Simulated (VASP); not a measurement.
Runs of VASP 6.6.1 on Ir2O. The structure is that of space group P6/mmm (No. 191), or close to it. The cells are those of the table. 

```csv
task,spin,cell,k mesh,cutoff (eV),gap on the mesh (eV),pressure (GPa),moment (μB),relaxed volume (Å³/atom)
relaxation of cell and atoms,off,"relaxed from a = 4.227, b = 4.227, c = 2.678 Å, angles 90.0, 90.0, 120.0°, 3 atoms",12 × 12 × 18,600,none,0.0,-,13.73
single point,off,"a = 4.242, b = 4.242, c = 2.642 Å, angles 90.0, 90.0, 120.0°, 3 atoms",12 × 12 × 18,520,none,0.3,-,-
relaxation of cell and atoms,"collinear, ferromagnetic start","relaxed from a = 3.366, b = 3.366, c = 3.867 Å, angles 90.0, 90.0, 120.0°, 3 atoms",6 × 6 × 4,600,none,-0.1,0.00,13.57
single point,off,"a = 4.227, b = 4.227, c = 2.678 Å, angles 90.0, 90.0, 120.0°, 3 atoms",6 × 6 × 6,520,none,0.3,-,-
single point,"collinear, ferromagnetic start","a = 4.236, b = 4.236, c = 2.628 Å, angles 90.0, 90.0, 120.0°, 3 atoms",6 × 6 × 4,520,none,(b),0.00,-
single point,"collinear, ferromagnetic start","a = 3.366, b = 3.366, c = 3.867 Å, angles 90.0, 90.0, 120.0°, 3 atoms",6 × 6 × 4,520,none,(a),0.00,-
relaxation of cell and atoms,off,"relaxed from a = 4.236, b = 4.236, c = 2.628 Å, angles 90.0, 90.0, 120.0°, 3 atoms",6 × 6 × 6,600,none,0.0,-,13.83
```

Alike in all rows: level PBE; potentials or basis VASP PAW PBE potentials, release 64 (Ir, O); smearing gaussian 0.1 eV.

**Question.** Fill in the values left out.

**Answer.** (a) 278.0; (b) 0.2.

Caveats: some runs use coarse meshes; spin-orbit coupling is left out, which moves the levels of the heavy elements.

A k mesh can miss the band edges, and the runs leave out spin-orbit coupling on Ir.

A gap of «none» marks levels without a gap at the run's occupations.
